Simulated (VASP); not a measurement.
**SiC: single point with r2SCAN**

The system is SiC.

```xyz
8
Lattice="4.3954 0.0436 -0.0475 -0.0436 -4.3825 0.0508 0.0475 0.0508 -4.2859" Properties=species:S:1:pos:R:3 pbc="T T T"
Si   -0.0145   -2.1324   -2.1409
Si    2.2079    0.0004   -2.2032
Si    2.1911   -2.1828    0.0348
Si    0.0141   -0.0007    0.0169
C     3.3182   -3.2005   -3.2819
C     1.1316   -1.0205   -3.2158
C     1.0672   -3.2561   -1.0178
C     3.2821   -1.0714   -1.0400
```

This cell differs from its parent crystal: atoms moved at random and the cell strained at random.

```
Program             : VASP 6.6.1
Task                : single point
Functional          : r2SCAN
Potentials or basis : VASP PAW PBE potentials, release 64 (Si, C)
Cutoff              : 520 eV
k mesh              : 6 × 6 × 6
Occupations         : gaussian, width 0.05 eV
Spin                : no spin polarisation
```

```
Pressure               : 1.5 GPa
Largest force          : 2.613 eV/Å
Band gap on the k mesh : 1.28 eV
```

Forces on the atoms (eV/Å):
```
Si   0.431 -0.729  0.910
Si   0.856  1.820  1.667
Si  -0.744  0.302 -1.373
Si  -0.013  0.356 -1.225
C   -0.205 -0.682  2.141
C   -0.559 -1.171  0.023
C    0.138 -0.266 -0.984
C    0.096  0.370 -1.160
```

Stress tensor (GPa, compression positive):
```
-0.58 -5.09  7.22
-5.09  0.00  6.40
 7.22  6.40  4.99
```

Levels at points of the mesh, in eV from the valence-band top:
```csv
k point,band 12,band 13,band 14,band 15,band 16,band 17,band 18,band 19,band 20,band 21
"(0.00, 0.00, 0.00)",-3.23,-3.12,-0.25,-0.10,0.00,1.28,1.56,1.99,4.42,4.68
"(0.50, 0.00, 0.00)",-3.62,-2.21,-2.17,-1.90,-1.85,4.31,4.42,5.44,5.47,6.77
"(0.00, 0.50, 0.00)",-3.62,-2.36,-2.13,-1.99,-1.80,4.27,4.50,5.33,5.63,6.74
"(0.50, 0.50, 0.00)",-4.25,-1.89,-1.69,-1.49,-1.01,5.41,5.55,5.76,6.06,8.80
"(0.00, 0.00, 0.50)",-3.41,-2.63,-2.56,-2.16,-1.69,4.23,4.49,5.62,6.04,6.50
"(0.50, 0.00, 0.50)",-4.40,-1.58,-1.35,-1.20,-1.01,5.78,5.79,6.24,6.28,8.48
"(0.00, 0.50, 0.50)",-4.29,-1.42,-1.38,-1.14,-1.03,5.62,5.91,6.26,6.40,8.57
"(0.50, 0.50, 0.50)",-1.19,-1.18,-0.95,-0.87,-0.78,5.44,5.63,5.71,6.29,7.10
```

It took 9.7 min on 1 thread of Intel Xeon 8259CL, with other jobs on the host, peak memory 0.32 GiB.

Caveat: the cell differs from its parent crystal (atoms moved at random and the cell strained at random); the stress differs along the axes, from -1 to 5 GPa; the PAW data sets were made with another functional, which shifts forces and pressure a little.
